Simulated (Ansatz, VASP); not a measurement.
Ni: VASP beside Ansatz

Contents of INCAR:

```
SYSTEM = Ni
PREC = Accurate
ENCUT = 520
EDIFF = 1E-6
ISMEAR = -1
SIGMA = 0.05
LREAL = .False.
LASPH = .True.
NELM = 150
ALGO = Normal
ISIF = 2
LWAVE = .False.
LCHARG = .False.
ISPIN = 2
MAGMOM = 0.68 0.68 0.691 0.691
LORBIT = 11
LMAXMIX = 4
GGA = PE
NBANDS = 32
```

KPOINTS

```
Automatic mesh
0
Gamma
  19 19 5
  0 0 0
```

POSCAR

```
Ni
1.0
    2.4874413566      0.0000000000      0.0000000000
   -1.2437206783      2.1541874053      0.0000000000
    0.0000000000      0.0000000000      8.1443328061
Ni
4
Direct
    1.0000000000      1.0000000000      0.0000000000
    1.0000000000      1.0000000000      0.5000000000
    0.3333333333      0.6666666667      0.2500000000
    0.6666666667      0.3333333333      0.7500000000
```

Input for Ansatz:

```yaml
crystal:
  lattice:
    - [2.4874413566, 0.0, 0.0]
    - [-1.2437206783, 2.1541874053, 0.0]
    - [0.0, 0.0, 8.1443328061]
  atoms:
    - { symbol: Ni, position: [1.0, 1.0, 0.0], spin: 0.68 }
    - { symbol: Ni, position: [1.0, 1.0, 0.5], spin: 0.68 }
    - { symbol: Ni, position: [0.3333333333, 0.6666666667, 0.25], spin: 0.691 }
    - { symbol: Ni, position: [0.6666666667, 0.3333333333, 0.75], spin: 0.691 }
hamiltonian:
  xc: pbe
  pseudopotentials:
    kind: paw
    azcp:
      Ni: "pseudopotentials/Ni.paw.azcp"
basis:
  ecutwfc: 420
  fft_grid_basis: typed
kpoints:
  mp_grid: { grid: [19, 19, 5], shift: [0, 0, 0] }
magnetization:
  spin_polarized: true
scf:
  occupations: { method: fermi_dirac, width: 0.05 }
output:
  stress: true
```

Alike in both runs: task single point; functional PBE; k mesh 19 × 19 × 5; occupations fermi-dirac, width 0.05 eV; collinear spin.

```csv
,VASP,Ansatz
version,VASP 6.6.1,Ansatz 0.2.0
potentials or method,"VASP PAW PBE potentials, release 64 (Ni), cutoff 520 eV","plane waves (420 eV) with PAW, scalar-relativistic"
valence electrons in the cell,40,72
```

|  | VASP | Ansatz | Ansatz less VASP |
| --- | --- | --- | --- |
| pressure (GPa) | -0.1 | 0.0 | +0.07 |
| traceless stress, the component that is largest in VASP (GPa) | 0.11 | 0.13 | +0.021 |
| net moment per atom (μB) | 0.63 | 0.65 | +0.014 |
| size of the moment on the site where the two differ most (μB) | 0.65 | 0.69 | +0.042 |

Site moments also hang on the region over which each program counts them. With one functional, cell and mesh, what is left measures potentials, basis and numerics. VASP's potentials hold 40 valence electrons a cell and Ansatz's 72, so a difference there can come from the potentials and not from the codes.
